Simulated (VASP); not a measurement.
Set up this calculation in VASP 6.6.1, as the native input.

```yaml
Task: single point
Functional: PBEsol
Potentials_or_basis: VASP PAW PBE potentials, release 64 (Cu)
Cutoff: 520 eV
k_mesh: 6 × 6 × 2
Occupations: methfessel-paxton, width 0.05 eV
Spin: no spin polarisation
Dipole_correction: no
Further_INCAR_settings: ALGO = Normal; EDIFF = 1e-06; NBANDS = 30
```

The structure of Cu lies in POSCAR:

```
Cu
1.0
    2.5307640300      0.0000000000      0.0000000000
   -1.2653820100      2.1917059400      0.0000000000
    0.0000000000      0.0000000000      8.2618150800
Cu
4
Direct
    0.0000000000      0.0000000000      0.0000000000
    0.3333333300      0.6666666700      0.2500000000
    0.0000000000      0.0000000000      0.5000000000
    0.6666666700      0.3333333300      0.7500000000
```

The input as run:

INCAR

```
  PREC = Accurate
  ENCUT = 520
  EDIFF = 1E-6
  ISMEAR = 1
  SIGMA = 0.05
  LREAL = False
  LASPH = True
  NELM = 80
  ALGO = Normal
  ISIF = 2
  LWAVE = False
  LCHARG = False
  GGA = PS
  NBANDS = 30
```

KPOINTS

```
regular mesh
0
Gamma
  6 6 2
```

Potentials or basis: VASP PAW PBE potentials, release 64 (Cu).

Launch:

```console
$ cat potpaw_PBE.64/Cu/POTCAR > POTCAR
$ mpirun -np 1 vasp_std > vasp.out
```

Results of the run:

```
Pressure               : -0.5 GPa
Band gap on the k mesh : zero (band 22 reaches 11.18 eV, above the bottom of band 23 at 5.97 eV)
```

Caveat: the k points lie up to 0.48 Å⁻¹ apart; the PAW data sets were made with another functional, which shifts forces and pressure a little.

It took 10 s on 1 thread of Intel(R) Xeon(R) 6975P-C (Granite Rapids), with other jobs on the host, peak memory 0.16 GiB.
